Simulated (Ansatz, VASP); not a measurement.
# One calculation of CO, two programs

The input INCAR:

```
SYSTEM = CO
  PREC = Accurate
  ENCUT = 520
  EDIFF = 1E-6
  ISMEAR = 0
  SIGMA = 0.1
  LREAL = .False.
  LASPH = .True.
  NELM = 80
  ALGO = Normal
  ISIF = 2
  LWAVE = .False.
  LCHARG = .True.
  GGA = PE
  LELF = .True.
  LVHAR = .True.
  NBANDS = 18
```

The input KPOINTS:

```
regular mesh
0
Gamma
  14 14 10
  0 0 0
```

POSCAR

```
CO
1.0
    3.2123875381      0.0000000000      0.0000000000
    0.0000000000      3.2123875381      0.0000000000
    0.0000000000      0.0000000000      4.0591309925
C O
2 2
Direct
    0.0000000000      0.5000000000      0.2351000000
    0.5000000000      0.0000000000      0.7649000000
    0.0000000000      0.0000000000      0.0000000000
    0.5000000000      0.5000000000      0.0000000000
```

Input for Ansatz:

```yaml
crystal:
  lattice:
    - [3.2123875381, 0.0, 0.0]
    - [0.0, 3.2123875381, 0.0]
    - [0.0, 0.0, 4.0591309925]
  atoms:
    - { symbol: C, position: [0.0, 0.5, 0.2351] }
    - { symbol: C, position: [0.5, 0.0, 0.7649] }
    - { symbol: O, position: [0.0, 0.0, 0.0] }
    - { symbol: O, position: [0.5, 0.5, 0.0] }
basis:
  ecutwfc: 420
kpoints:
  mp_grid: { grid: [14, 14, 10] }
hamiltonian:
  xc: pbe
scf:
  occupations: { method: gaussian, width: 0.1 }
output:
  forces: true
  stress: true
  eigenvalues: true
```

Alike in both runs: task single point; functional PBE; k mesh 14 × 14 × 10; occupations gaussian, width 0.1 eV; no spin polarisation.

```csv
,VASP,Ansatz
version,VASP 6.6.1,Ansatz 0.2.0
potentials or method,"VASP PAW PBE potentials, release 64 (C, O), cutoff 520 eV","scalar-relativistic, plane waves, PAW"
valence electrons in the cell,20,20
```

|  | VASP | Ansatz | Ansatz less VASP |
| --- | --- | --- | --- |
| gap on the k mesh at the Fermi level (eV) | none | none | - |
| pressure (GPa) | -14.3 | -14.3 | +0.01 |
| traceless stress, the component that is largest in VASP (GPa) | -4.07 | -4.01 | +0.065 |
| rms of the force components (eV/Å) | 1.047 | 1.053 | +0.0065 |

Atom by atom the forces differ by 0.007 eV/Å (rms over components). A gap of «none» marks a metal or a gap that the smearing closes.
